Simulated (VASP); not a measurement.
Here is a VASP 6.6.1 calculation.

Contents of INCAR:

```
SYSTEM = La
ALGO     = Fast           ! electronic algorithm
EDIFF    = 1E-6           ! SCF threshold, eV
ENCUT    = 520            ! plane-wave cutoff, eV
GGA      = PS             ! functional
ISIF     = 2              ! what is computed and relaxed
ISMEAR   = -1             ! smearing method
LASPH    = .TRUE.         ! aspherical terms in the spheres
LCHARG   = .FALSE.        ! write CHGCAR
LREAL    = .FALSE.        ! projectors in reciprocal space
LWAVE    = .FALSE.        ! write WAVECAR
NBANDS   = 18             ! bands
NELM     = 80             ! most SCF steps
PREC     = Accurate       ! precision mode
SIGMA    = 0.05           ! smearing width, eV
```

The input KPOINTS:

```
k-points
0
G
  8 8 5
  0 0 0
```

POSCAR

```
La
1.0
    3.1218397831      0.0000000000      0.0000000000
   -1.5609198915      2.7035925587      0.0000000000
    0.0000000000      0.0000000000      5.3827903707
La
2
Direct
    0.6666666667      0.3333333333      0.7500000000
    0.3333333333      0.6666666667      0.2500000000
```

Potentials or basis: VASP PAW PBE potentials, release 64 (La).

Run with:

```console
$ cat potpaw_PBE.64/La/POTCAR > POTCAR
$ mpirun -np 1 vasp_std > vasp.out
```

(1) What does it give for the pressure?

(2) Predict the band gap on the k mesh.

## Answers

(1) 20.4 GPa.

(2) zero (band 11 reaches 14.49 eV, above the bottom of band 12 at 12.27 eV).

Caveat: the PAW data sets were made with another functional, which shifts forces and pressure a little; spin-orbit coupling is left out, which moves the levels of the heavy elements.
